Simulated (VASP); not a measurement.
Write the native input for VASP 6.6.1 that does the following.

| Property | Result |
| --- | --- |
| Task | single point |
| Functional | PBEsol |
| Potentials or basis | VASP PAW PBE potentials, release 64 (Rb_sv) |
| Cutoff | 520 eV |
| k mesh | 7 × 7 × 7 |
| Occupations | fermi-dirac, width 0.05 eV |
| Spin | no spin polarisation |
| Dipole correction | no |
| Further INCAR settings | ALGO = Normal; EDIFF = 1e-07; NBANDS = 10 |

The structure of Rb lies in POSCAR:

```
Rb
1.0
   -2.1111639158      2.1111639158      2.1111639158
    2.1111639158     -2.1111639158      2.1111639158
    2.1111639158      2.1111639158     -2.1111639158
Rb
1
Direct
    0.0000000000      0.0000000000      0.0000000000
```

The input as run:

INCAR

```
PREC     = Accurate       # precision mode
ENCUT    = 520            # plane-wave cutoff, eV
EDIFF    = 1E-7           # SCF threshold, eV
ISMEAR   = -1             # smearing method
SIGMA    = 0.05           # smearing width, eV
LREAL    = F              # projectors in reciprocal space
LASPH    = T              # aspherical terms in the spheres
NELM     = 80             # most SCF steps
ALGO     = Normal         # electronic algorithm
ISIF     = 2              # what is computed and relaxed
LWAVE    = F              # write WAVECAR
LCHARG   = F              # write CHGCAR
GGA      = PS             # functional
NBANDS   = 10             # bands
```

KPOINTS

```
regular mesh
0
Gamma
  7 7 7
```

Potentials or basis: VASP PAW PBE potentials, release 64 (Rb_sv).

Run with:

```sh
$ cat potpaw_PBE.64/Rb_sv/POTCAR > POTCAR
$ mpirun -np 1 vasp_std > vasp.out
```

It gave:

* Pressure: 10.0 GPa

Caveat: the PAW data sets were made with another functional, which shifts forces and pressure a little.

It took 18 s on 1 thread of AMD EPYC 7R13 (shared host), peak memory 0.12 GiB.
